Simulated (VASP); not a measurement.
Here is a VASP 6.6.1 calculation.

File INCAR:

```
PREC = Accurate
ENCUT = 500
EDIFF = 1E-6
ISMEAR = -1
SIGMA = 0.05
LREAL = False
LASPH = True
NELM = 120
ALGO = Normal
ISIF = 2
LWAVE = False
LCHARG = True
GGA = PS
LELF = True
LVHAR = True
NBANDS = 17
GGA_COMPAT = False
```

The input KPOINTS:

```
regular mesh
0
Gamma
  10 10 10
```

File POSCAR:

```
KAg
1.0
    3.9843582061      0.0000000000      0.0000000000
    0.0000000000      3.9843582061      0.0000000000
    0.0000000000      0.0000000000      3.9843582061
K Ag
1 1
Direct
    0.0000000000      0.0000000000      0.0000000000
    0.5000000000      0.5000000000      0.5000000000
```

Potentials or basis: VASP PAW PBE potentials, release 64 (K_sv, Ag).

Launch:

```console
$ cat potpaw_PBE.64/K_sv/POTCAR potpaw_PBE.64/Ag/POTCAR > POTCAR
$ mpirun -np 1 vasp_std > vasp.out
```

(1) Predict the pressure.

(2) What does it give for the band gap on the k mesh?

## Answers

(1) 0.0 GPa.

(2) zero (band 10 reaches 3.55 eV, above the bottom of band 11 at 1.64 eV).

Caveat: the PAW data sets were made with another functional, which shifts forces and pressure a little.
